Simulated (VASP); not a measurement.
# TiO2 (Pbca) in VASP: single point with PBE+D3(BJ)

Aim: the single point of TiO2 with PBE+D3(BJ).

All numbers are computed with VASP 6.6.1; they aren't measurements. Logs are shortened: lines on timing, memory, paths and dates and some standing lists are left out, and cuts for length are marked.

## (1) The cell of the first run

Symmetry: Pbca, No. 61, orthorhombic system. Conventional cell: a = 5.149 Å, b = 9.194 Å, c = 5.459 Å, α = 90.00°, β = 90.00°, γ = 90.00°. Within 2.5 Å of Ti (site symmetry 1) lie 6 O at 1.87 to 2.05 Å. Within 2.6 Å of O (site symmetry 1) lie 3 Ti at 1.92 to 2.05 Å and 1 O at 2.53 Å. Within 2.6 Å of O (site symmetry 1) lie 3 Ti at 1.87 to 2.00 Å and 2 O at 2.50 to 2.53 Å.

## (2) Single point, PBE+D3(BJ)

The input, INCAR:

```
ALGO = Normal
EDIFF = 1E-6
ENCUT = 600
GGA = PE
GGA_COMPAT = False
ISIF = 2
ISMEAR = 0
IVDW = 12
LASPH = True
LCHARG = False
LREAL = False
LWAVE = False
NBANDS = 114
NELM = 120
PREC = Accurate
SIGMA = 0.1
```

The input, KPOINTS:

```
k-points
0
Gamma
  4 2 4
```

The input, POSCAR:

```
TiO2
1.0
    5.1491190800      0.0000000000      0.0000000000
    0.0000000000      9.1942033000      0.0000000000
    0.0000000000      0.0000000000      5.4591221900
Ti O
8 16
Direct
    0.1379105100      0.3710305100      0.4025823800
    0.6379105100      0.1289694900      0.5974176200
    0.3620894900      0.6289694900      0.9025823800
    0.8620894900      0.8710305100      0.0974176200
    0.8620894900      0.6289694900      0.5974176200
    0.3620894900      0.8710305100      0.4025823800
    0.6379105100      0.3710305100      0.0974176200
    0.1379105100      0.1289694900      0.9025823800
    0.4647101200      0.2697099600      0.3899939800
    0.9647101200      0.2302900400      0.6100060200
    0.0352898800      0.7302900400      0.8899939800
    0.5352898800      0.7697099600      0.1100060200
    0.5352898800      0.7302900400      0.6100060200
    0.0352898800      0.7697099600      0.3899939800
    0.9647101200      0.2697099600      0.1100060200
    0.4647101200      0.2302900400      0.8899939800
    0.8166313300      0.0104794700      0.8511885900
    0.3166313300      0.4895205300      0.1488114100
    0.6833686700      0.9895205300      0.3511885900
    0.1833686700      0.5104794700      0.6488114100
    0.1833686700      0.9895205300      0.1488114100
    0.6833686700      0.5104794700      0.8511885900
    0.3166313300      0.0104794700      0.6488114100
    0.8166313300      0.4895205300      0.3511885900
```

Potentials or basis: VASP PAW PBE potentials, release 64 (Ti_sv, O).

On the command line:

```sh
cat potpaw_PBE.64/Ti_sv/POTCAR potpaw_PBE.64/O/POTCAR > POTCAR
mpirun -np 1 vasp_std > vasp.out
```

OUTCAR:

```text
EDIFF = 1E-6
   ENCUT = 600
   GGA = PE
   ISIF = 2
   ISMEAR = 0
   IVDW = 12
   LASPH = True
   LREAL = False
   NELM = 120
   PREC = Accurate
 IVDW          = 12

 ion  position               nearest neighbor table
   1  0.138  0.371  0.403-  20 1.87   9 1.92  10 1.94  18 1.99  24 2.00  15 2.05
   2  0.638  0.129  0.597-  19 1.87  10 1.92   9 1.94  17 1.99  23 2.00  16 2.05
   3  0.362  0.629  0.903-  18 1.87  11 1.92  12 1.94  20 1.99  22 2.00  13 2.05
   4  0.862  0.871  0.097-  17 1.87  12 1.92  11 1.94  19 1.99  21 2.00  14 2.05
   5  0.862  0.629  0.597-  24 1.87  13 1.92  14 1.94  22 1.99  20 2.00  11 2.05
   6  0.362  0.871  0.403-  23 1.87  14 1.92  13 1.94  21 1.99  19 2.00  12 2.05
   7  0.638  0.371  0.097-  22 1.87  15 1.92  16 1.94  24 1.99  18 2.00   9 2.05
   8  0.138  0.129  0.903-  21 1.87  16 1.92  15 1.94  23 1.99  17 2.00  10 2.05
   9  0.465  0.270  0.390-   1 1.92   2 1.94   7 2.05
  10  0.965  0.230  0.610-   2 1.92   1 1.94   8 2.05
  11  0.035  0.730  0.890-   3 1.92   4 1.94   5 2.05
  12  0.535  0.770  0.110-   4 1.92   3 1.94   6 2.05
  13  0.535  0.730  0.610-   5 1.92   6 1.94   3 2.05
  14  0.035  0.770  0.390-   6 1.92   5 1.94   4 2.05
[... 8 lines left out ...]
  23  0.317  0.010  0.649-   6 1.87   8 1.99   2 2.00
  24  0.817  0.490  0.351-   5 1.87   7 1.99   1 2.00

  LATTYP: Found a simple orthorhombic cell.
 ALAT       =     5.1491190800
 B/A-ratio  =     1.0602050769
 C/A-ratio  =     1.7855876233

  Lattice vectors:

 A1 = (  -5.1491190800,   0.0000000000,   0.0000000000)
 A2 = (   0.0000000000,   0.0000000000,   5.4591221900)
 A3 = (   0.0000000000,   9.1942033000,   0.0000000000)

Analysis of symmetry for initial positions (statically):
=====================================================================
 Subroutine PRICEL returns:
 Original cell was already a primitive cell.

 Routine SETGRP: Setting up the symmetry group for a
 simple orthorhombic supercell.

 Subroutine GETGRP returns: Found  8 space group operations
 (whereof  2 operations were pure point group operations)
 out of a pool of  8 trial point group operations.

The static configuration has the point symmetry S_2 .
 The point group associated with its full space group is D_2h.

Analysis of symmetry for dynamics (positions and initial velocities):
=====================================================================
 Subroutine PRICEL returns:
 Original cell was already a primitive cell.

 Routine SETGRP: Setting up the symmetry group for a
 simple orthorhombic supercell.

 Subroutine GETGRP returns: Found  8 space group operations
 (whereof  2 operations were pure point group operations)
 out of a pool of  8 trial point group operations.

The dynamic configuration has the point symmetry S_2 .
 The point group associated with its full space group is D_2h.

 Subroutine INISYM returns: Found  8 space group operations
 (whereof  2 operations are pure point group operations),
 and found     1 'primitive' translations

----------------------------------------------------------------------------------------

                                     Primitive cell

  volume of cell :     258.4460

  direct lattice vectors                    reciprocal lattice vectors
     5.149119080  0.000000000  0.000000000     0.194207977  0.000000000  0.000000000
     0.000000000  9.194203300  0.000000000     0.000000000  0.108764182  0.000000000
     0.000000000  0.000000000  5.459122190     0.000000000  0.000000000  0.183179633

  length of vectors
     5.149119080  9.194203300  5.459122190     0.194207977  0.108764182  0.183179633

  position of ions in fractional coordinates (direct lattice)
     0.137910510  0.371030510  0.402582380
     0.637910510  0.128969490  0.597417620
     0.362089490  0.628969490  0.902582380
     0.862089490  0.871030510  0.097417620
     0.862089490  0.628969490  0.597417620
     0.362089490  0.871030510  0.402582380
[... 16 lines left out ...]
     0.316631330  0.010479470  0.648811410
     0.816631330  0.489520530  0.351188590

  ion indices of the primitive-cell ions
   primitive index   ion index
                 1           1
                 2           2
                 3           3
                 4           4
                 5           5
                 6           6
[... 16 lines left out ...]
                23          23
                24          24

----------------------------------------------------------------------------------------

 KPOINTS: k-points

Automatic generation of k-mesh.
 Grid dimensions read from file:
 generate k-points for:    4    2    4

 Generating k-lattice:

  Cartesian coordinates                     Fractional coordinates (reciprocal lattice)
     0.048551994  0.000000000  0.000000000     0.250000000  0.000000000  0.000000000
     0.000000000  0.054382091  0.000000000     0.000000000  0.500000000  0.000000000
     0.000000000  0.000000000  0.045794908     0.000000000  0.000000000  0.250000000

  Length of vectors
     0.048551994  0.054382091  0.045794908

  Shift w.r.t. Gamma in fractional coordinates (k-lattice)
     0.000000000  0.000000000  0.000000000

 Subroutine IBZKPT returns following result:
 ===========================================

 Found     18 irreducible k-points:

 Following reciprocal coordinates:
            Coordinates               Weight
  0.000000  0.000000  0.000000      1.000000
  0.250000  0.000000  0.000000      2.000000
  0.500000  0.000000  0.000000      1.000000
  0.000000  0.500000  0.000000      1.000000
  0.250000  0.500000  0.000000      2.000000
  0.500000  0.500000  0.000000      1.000000
[... 10 lines left out ...]
  0.250000  0.500000  0.500000      2.000000
  0.500000  0.500000  0.500000      1.000000
   k-points           NKPTS =     18   k-points in BZ     NKDIM =     18   number of bands    NBANDS=    114
   number of dos      NEDOS =    301   number of ions     NIONS =     24
   total plane-waves  NPLWV = 161280
   dimension x,y,z NGX =    42 NGY =   80 NGZ =   48
   dimension x,y,z NGXF=    84 NGYF=  160 NGZF=   96
   ions per type =               8  16
   NGX,Y,Z   is equivalent  to a cutoff of  13.56, 14.47, 14.62 a.u.
   NGXF,Y,Z  is equivalent  to a cutoff of  27.12, 28.93, 29.23 a.u.
 SYSTEM =  unknown system
   PREC   = accura    normal or accurate (medium, high low for compatibility)
   ISTART =      0    job   : 0-new  1-cont  2-samecut
   ICHARG =      2    charge: 1-file 2-atom 10-const
   ISPIN  =      1    spin polarized calculation?
   LNONCOLLINEAR =      F non collinear calculations
   LSORBIT =      F    spin-orbit coupling
   LASPH  =      T    aspherical Exc in radial PAW
   ENCUT  =  600.0 eV  44.10 Ry    6.64 a.u.  10.28 18.36 10.90*2*pi/ulx,y,z
   NELM   =    120;   NELMIN=  2; NELMDL= -5     # of ELM steps
   EDIFF  = 0.1E-05   stopping-criterion for ELM
   LREAL  =      F    real-space projection
   EDIFFG = 0.1E-04   stopping-criterion for IOM
   NSW    =      0    number of steps for IOM
   IBRION =     -1    ionic relax: 0-MD 1-quasi-New 2-CG
   NFREE  =      0    steps in history (QN), initial steepest desc. (CG)
   ISIF   =      2    stress and relaxation
   ISYM   =      2    0-nonsym 1-usesym 2-fastsym
   POTIM  = 0.5000    time-step for ionic-motion
   TEBEG  =    0.0;   TEEND  =   0.0 temperature during run
   PSTRESS=    0.0 pullay stress
   NELECT =     192.0000    total number of electrons
   NUPDOWN=      -1.0000    fix difference up-down
   EMIN   =  10.00;   EMAX   =-10.00  energy-range for DOS
   EFERMI =   0.00;   METHOD = LEGACY
   ISMEAR =     0;   SIGMA  =   0.10  broadening in eV -4-tet -1-fermi 0-gaus
   EFERMI_NEDOS =   21; number of points for ismear=-14 and -15
   IALGO  =     38    algorithm
   IMIX   =      4    mixing-type and parameters
     AMIX     =   0.40;   BMIX     =  1.00
     AMIX_MAG =   1.60;   BMIX_MAG =  1.00
  volume/ion in A,a.u.               =      10.77        72.67
  Fermi-wavevector in a.u.,A,eV,Ry     =   1.482695  2.801888 29.910855  2.198386
  Thomas-Fermi vector in A             =   2.596449
   LORBIT       =      0    0 simple, 1 ext, 2 COOP (PROOUT), +10 PAW based schemes
   GGA     = PE    functional components
   LHFCALC =     F    Hartree Fock is set to
   AEXX    =    0.0000 exact exchange contribution
   IVDW    =    12    specifies the selected vdW correction
   LEPSILON=     F    determine dielectric tensor
   LRPA    =     F    only Hartree local field effects (RPA)
 non-spin polarized calculation
 Gauss-broadening in eV      SIGMA  =   0.10
  energy-cutoff  :      600.00
  volume of cell :      258.45
 maximum number of plane-waves:      8680
 NGX is ok and might be reduce to    42
   NGX = 21   NGY = 37   NGZ = 21

 number of electron     192.0000002 magnetization

 Free energy of the ion-electron system (eV)
  ---------------------------------------------------
  ext. energy  EPLUGINS =         0.00000000
  ---------------------------------------------------
  free energy    TOTEN  =      -215.05125967 eV

  energy without entropy =     -215.05125967  energy(sigma->0) =     -215.05125967

 E-fermi :   4.5896     XC(G=0): -11.1584

 val. band max:        4.0943924012   @ k =   0.0000   0.0000   0.0000
 cond. band min:       6.3727551781   @ k =   0.0000   0.0000   0.0000
 fundamental gap:      2.2783627770
 Fermi energy:         4.5895989332

 k-point     1 :       0.0000    0.0000    0.0000
  band No.  band energies     occupation
      1     -52.4154      2.00000
      2     -52.4061      2.00000
      3     -52.3929      2.00000
      4     -52.3836      2.00000
      5     -52.3824      2.00000
      6     -52.3824      2.00000
[... 100 lines left out ...]
    107       7.3830      0.00000
    108       7.4434      0.00000

 k-point     2 :       0.2500    0.0000    0.0000
  band No.  band energies     occupation
      1     -52.4106      2.00000
      2     -52.4026      2.00000
      3     -52.3887      2.00000
      4     -52.3873      2.00000
      5     -52.3859      2.00000
      6     -52.3808      2.00000
[... 1768 lines left out ...]
 k-point    18 :       0.5000    0.5000    0.5000
  band No.  band energies     occupation
      1     -52.3966      2.00000
      2     -52.3966      2.00000
      3     -52.3966      2.00000
      4     -52.3966      2.00000
      5     -52.3763      2.00000
      6     -52.3763      2.00000
[... 100 lines left out ...]
    107       7.4256      0.00000
    108       7.4256      0.00000
 [bands above 108 left out]

------------------------ aborting loop because EDIFF is reached ----------------------------------------

 Edisp (eV)   -5.75158

 E8    (eV) :    -2.2894

  FORCE on cell =-STRESS in cart. coord.  units (eV):
  Direction    XX          YY          ZZ          XY          YZ          ZX
  --------------------------------------------------------------------------------------
  -------------------------------------------------------------------------------------
  Total       0.97393     0.74100     0.70312     0.00000     0.00000     0.00000
  in kB       6.03765     4.59367     4.35883     0.00000     0.00000     0.00000
  external pressure =        5.00 kB  Pullay stress =        0.00 kB

 VOLUME and BASIS-vectors are now :
 -----------------------------------------------------------------------------
  energy-cutoff  :      600.00
  volume of cell :      258.45
      direct lattice vectors                 reciprocal lattice vectors
     5.149119080  0.000000000  0.000000000     0.194207977  0.000000000  0.000000000
     0.000000000  9.194203300  0.000000000     0.000000000  0.108764182  0.000000000
     0.000000000  0.000000000  5.459122190     0.000000000  0.000000000  0.183179633

 POSITION                                       TOTAL-FORCE (eV/Angst)
 -----------------------------------------------------------------------------------
      0.71012      3.41133      2.19775         0.039994     -0.009148      0.068907
      3.28468      1.18577      3.26138         0.039994      0.009148     -0.068907
      1.86444      5.78287      4.92731        -0.039994      0.009148      0.068907
      4.43900      8.00843      0.53181        -0.039994     -0.009148     -0.068907
      4.43900      5.78287      3.26138        -0.039994      0.009148     -0.068907
      1.86444      8.00843      2.19775        -0.039994     -0.009148      0.068907
[... 16 lines left out ...]
      1.63037      0.09635      3.54194        -0.069912     -0.084151      0.002314
      4.20493      4.50075      1.91718        -0.069912      0.084151     -0.002314
 -----------------------------------------------------------------------------------
    total drift:                               -0.000000      0.000000      0.000000

  FREE ENERGIE OF THE ION-ELECTRON SYSTEM (eV)
  ---------------------------------------------------
  free  energy   TOTEN  =      -220.8028394111 eV

  energy  without entropy=     -220.8028394111  energy(sigma->0) =     -220.80283941
```

It took 43 min on 1 thread of Intel Xeon 8259CL, shared host; peak memory 0.69 GiB.

Results:

```
Free energy                : -220.8028 eV
Pressure                   : 0.5 GPa
Largest force              : 0.109 eV/Å
Band gap on the k mesh     : 2.28 eV
Dispersion energy per atom : -0.240 eV
```

Forces on the atoms (eV/Å):
```
Ti   0.040 -0.009  0.069
Ti   0.040  0.009 -0.069
Ti  -0.040  0.009  0.069
Ti  -0.040 -0.009 -0.069
Ti  -0.040  0.009 -0.069
Ti  -0.040 -0.009  0.069
Ti   0.040 -0.009 -0.069
Ti   0.040  0.009  0.069
O   -0.006 -0.022  0.038
O   -0.006  0.022 -0.038
O    0.006  0.022  0.038
O    0.006 -0.022 -0.038
O    0.006  0.022 -0.038
O    0.006 -0.022  0.038
O   -0.006 -0.022 -0.038
O   -0.006  0.022  0.038
O   -0.070 -0.084 -0.002
O   -0.070  0.084  0.002
O    0.070  0.084 -0.002
O    0.070 -0.084  0.002
O    0.070  0.084  0.002
O    0.070 -0.084 -0.002
O   -0.070 -0.084  0.002
O   -0.070  0.084 -0.002
```

Levels at points of the mesh, in eV from the valence-band top:
| k point | band 93 | band 94 | band 95 | band 96 | band 97 | band 98 | band 99 | band 100 |
| --- | --- | --- | --- | --- | --- | --- | --- | --- |
| (0.00, 0.00, 0.00) | -0.50 | -0.26 | -0.17 | 0.00 | 2.28 | 2.69 | 2.84 | 2.84 |
| (0.50, 0.00, 0.00) | -0.59 | -0.59 | -0.19 | -0.19 | 2.57 | 2.57 | 2.84 | 2.84 |
| (0.00, 0.50, 0.00) | -0.28 | -0.28 | -0.21 | -0.21 | 2.46 | 2.46 | 2.77 | 2.77 |
| (0.50, 0.50, 0.00) | -0.29 | -0.29 | -0.29 | -0.29 | 2.68 | 2.68 | 2.68 | 2.68 |
| (0.00, 0.00, 0.50) | -0.64 | -0.64 | -0.61 | -0.61 | 2.76 | 2.76 | 2.92 | 2.92 |
| (0.50, 0.00, 0.50) | -0.67 | -0.67 | -0.67 | -0.67 | 2.89 | 2.89 | 2.89 | 2.89 |
| (0.00, 0.50, 0.50) | -0.53 | -0.53 | -0.53 | -0.53 | 2.88 | 2.88 | 2.88 | 2.88 |
| (0.50, 0.50, 0.50) | -0.52 | -0.52 | -0.52 | -0.52 | 2.95 | 2.95 | 2.95 | 2.95 |

A k mesh can miss the band edges.
